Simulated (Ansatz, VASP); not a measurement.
## One calculation of Li2O, two programs

Contents of POSCAR:

```
Li2O
1.0
    2.2864407179      2.2864407179      0.0000000000
   -2.2864407179      2.2864407179      0.0000000000
    0.0000000000      2.2864407179      2.2864407179
Li O
2 1
Direct
    0.2500000000      0.7500000000      0.5000000000
    0.7500000000      0.2500000000      0.5000000000
    0.0000000000      0.0000000000      0.0000000000
```

Contents of INCAR.step1:

```
SYSTEM = Li2O
  PREC = Accurate
  ENCUT = 830
  ISMEAR = 0
  SIGMA = 0.01
  LREAL = .False.
  LASPH = .True.
  NELM = 120
  NBANDS = 13
  GGA = PE
  ALGO = Normal
  EDIFF = 1E-5
  LWAVE = .True.
  LCHARG = .False.
  GGA_COMPAT = .False.
```

The input INCAR.step2:

```
SYSTEM = Li2O
  PREC = Accurate
  ENCUT = 830
  EDIFF = 1E-6
  ISMEAR = 0
  SIGMA = 0.01
  LREAL = .False.
  LASPH = .True.
  NELM = 120
  ALGO = Normal
  ISIF = 2
  LWAVE = .False.
  LCHARG = .False.
  METAGGA = R2SCAN
  LMIXTAU = .True.
  NBANDS = 13
  ISTART = 1
  GGA_COMPAT = .False.
```

The input KPOINTS:

```
Automatic mesh
0
Gamma
  8 8 8
  0 0 0
```

Input for Ansatz:

```yaml
crystal:
  lattice:
    - [2.28644071789, 2.28644071789, 0.0]
    - [-2.28644071789, 2.28644071789, 0.0]
    - [0.0, 2.28644071789, 2.28644071789]
  atoms:
    - { symbol: Li, position: [0.25, 0.75, 0.5] }
    - { symbol: Li, position: [0.75, 0.25, 0.5] }
    - { symbol: O, position: [0.0, 0.0, 0.0] }
kpoints:
  mp_grid: { grid: [8, 8, 8] }
scf:
  occupations: { method: fixed }
hamiltonian:
  xc: r2scan
  pseudopotentials: { kind: paw }
output:
  eigenstates:
    kpoints:
      - [0.0, 0.0, -0.5]
      - [0.001819492, -0.001819492, -0.5]
      - [0.003638983, -0.003638983, -0.5]
      - [0.007277967, -0.007277967, -0.5]
      - [0.001819492, 0.001819492, -0.498180508]
      - [0.003638983, 0.003638983, -0.496361017]
      - [0.007277967, 0.007277967, -0.492722033]
      - [0.0, 0.0, -0.498180508]
      - [0.0, 0.0, -0.496361017]
      - [0.0, 0.0, -0.492722033]
      - [0.00257315, 0.0, -0.498713425]
      - [0.0051463, 0.0, -0.49742685]
      - [0.010292599, 0.0, -0.4948537]
      - [0.001286575, -0.001286575, -0.498713425]
      - [0.00257315, -0.00257315, -0.49742685]
      - [0.0051463, -0.0051463, -0.4948537]
      - [0.002100968, 0.0, -0.497899032]
      - [0.004201936, 0.0, -0.495798064]
      - [0.008403872, 0.0, -0.491596128]
      - [0.001485609, 0.0, -0.500742804]
      - [0.002971218, 0.0, -0.501485609]
      - [0.005942435, 0.0, -0.502971218]
      - [0.0, 0.0, 0.0]
      - [0.001819492, -0.001819492, 0.0]
      - [0.003638983, -0.003638983, 0.0]
      - [0.007277967, -0.007277967, 0.0]
      - [0.001819492, 0.001819492, 0.001819492]
      - [0.003638983, 0.003638983, 0.003638983]
      - [0.007277967, 0.007277967, 0.007277967]
      - [0.0, 0.0, 0.001819492]
      - [0.0, 0.0, 0.003638983]
      - [0.0, 0.0, 0.007277967]
      - [0.00257315, 0.0, 0.001286575]
      - [0.0051463, 0.0, 0.00257315]
      - [0.010292599, 0.0, 0.0051463]
      - [0.002100968, 0.0, 0.002100968]
      - [0.004201936, 0.0, 0.004201936]
      - [0.008403872, 0.0, 0.008403872]
      - [0.001485609, 0.0, -0.000742804]
      - [0.002971218, 0.0, -0.001485609]
      - [0.005942435, 0.0, -0.002971218]
      - [0.0, 0.0, 0.0]
      - [0.001819492, -0.001819492, 0.0]
      - [0.003638983, -0.003638983, 0.0]
      - [0.007277967, -0.007277967, 0.0]
      - [0.001819492, 0.001819492, 0.001819492]
      - [0.003638983, 0.003638983, 0.003638983]
      - [0.007277967, 0.007277967, 0.007277967]
      - [0.0, 0.0, 0.001819492]
      - [0.0, 0.0, 0.003638983]
      - [0.0, 0.0, 0.007277967]
      - [0.00257315, 0.0, 0.001286575]
      - [0.0051463, 0.0, 0.00257315]
      - [0.010292599, 0.0, 0.0051463]
      - [0.002100968, 0.0, 0.002100968]
      - [0.004201936, 0.0, 0.004201936]
      - [0.008403872, 0.0, 0.008403872]
      - [0.001485609, 0.0, -0.000742804]
      - [0.002971218, 0.0, -0.001485609]
      - [0.005942435, 0.0, -0.002971218]
    de_dk: true
    e_range: [-3, 8.766985997158]
checkpoint:
  read: ck
```

Alike in both runs: task single point; functional r2SCAN; k mesh 8 × 8 × 8; no spin polarisation.

|  | VASP | Ansatz |
| --- | --- | --- |
| version | VASP 6.6.1 | Ansatz 0.2.0 |
| potentials or method | VASP PAW PBE potentials, release 64 (Li_sv, O) | PAW with Ansatz's default frozen-core files, scalar-relativistic |
| plane-wave cutoff (eV) | 830 | 500 |
| occupations | gaussian, width 0.01 eV | fixed |
| valence electrons in the cell | 12 | 12 |

VASP gave:

* gap on the k mesh at the Fermi level (eV): 5.73

Problem. Which values does Ansatz return?

Solution. gap on the k mesh at the Fermi level (eV): 5.77.

VASP's potentials were made for PBE, not for r2SCAN.
